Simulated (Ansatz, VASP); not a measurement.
W in VASP and in Ansatz

File INCAR:

```
  PREC = Accurate
  ENCUT = 400
  EDIFF = 1E-6
  ISMEAR = 0
  SIGMA = 0.1
  LREAL = False
  LASPH = True
  NELM = 120
  ALGO = Normal
  ISIF = 2
  LWAVE = False
  LCHARG = True
  LDIPOL = True
  IDIPOL = 3
  DIPOL = 0.5 0.5 0.311
  LELF = True
  LVHAR = True
  LVACPOTAV = True
  NBANDS = 36
  GGA_COMPAT = False
  NELMDL = -8
```

File KPOINTS:

```
Automatic mesh
0
Gamma
  9 7 1
```

File POSCAR:

```
W
1.0
    2.8093052383      0.0000000000      0.0000000000
    0.0000000000      3.9729575688      0.0000000000
    0.0000000000      0.0000000000     19.4074369602
W
4
Direct
    0.5000000000      0.5000000000      0.2061065564
    0.0000000000      0.0000000000      0.2784835849
    0.5000000000      0.5000000000      0.3501454747
    0.0000000000      0.0000000000      0.4074436504
```

Input for Ansatz:

```yaml
crystal:
  lattice:
    - [2.8093052383, 0.0, 0.0]
    - [0.0, 3.9729575688, 0.0]
    - [0.0, 0.0, 19.4074369694]
  atoms:
    - { symbol: W, position: [0.5, 0.5, 0.2061065563] }
    - { symbol: W, position: [0.0, 0.0, 0.2784835847] }
    - { symbol: W, position: [0.5, 0.5, 0.3501454749] }
    - { symbol: W, position: [0.0, 0.0, 0.4074436507] }
basis:
  ecutwfc: 420
kpoints:
  mp_grid: { grid: [9, 7, 1] }
hamiltonian:
  xc: lda
  pseudopotentials: { kind: paw, azcp: { folder: soft_1 } }
scf:
  occupations: { method: gaussian, width: 0.1 }
output:
  forces: true
  eigenvalues: true
efield:
  axis: 3
  dipole_correction: true
  ramp_width: 0.04
```

Alike in both runs: task single point; functional LDA; k mesh 9 × 7 × 1; occupations gaussian, width 0.1 eV; no spin polarisation.

|  | VASP | Ansatz |
| --- | --- | --- |
| version | VASP 6.6.1 | Ansatz 0.2.0 |
| potentials or method | VASP PAW LDA potentials, release 64 (W_sv), cutoff 400 eV | scalar-relativistic, plane waves, PAW |
| valence electrons in the cell | 56 | 56 |

Ansatz gave:

| Property | Result |
| --- | --- |
| gap on the k mesh at the Fermi level (eV) | none |
| rms of the force components (eV/Å) | 0.958 |
| work function, face that differs most (eV) | 4.54 |

What did VASP give for the same quantities?

gap on the k mesh at the Fermi level (eV): none; rms of the force components (eV/Å): 0.959; work function, face that differs most (eV): 4.54.

Ansatz warns that its potentials were made for another functional, while VASP's fit it. LDA's correlation is that of Perdew and Zunger in VASP and of Perdew and Wang (1992) in Ansatz. Atom by atom the forces differ by 0.063 eV/Å (rms over components). A gap of «none» marks a metal or a gap that the smearing closes.

Neither program's run includes spin-orbit coupling.
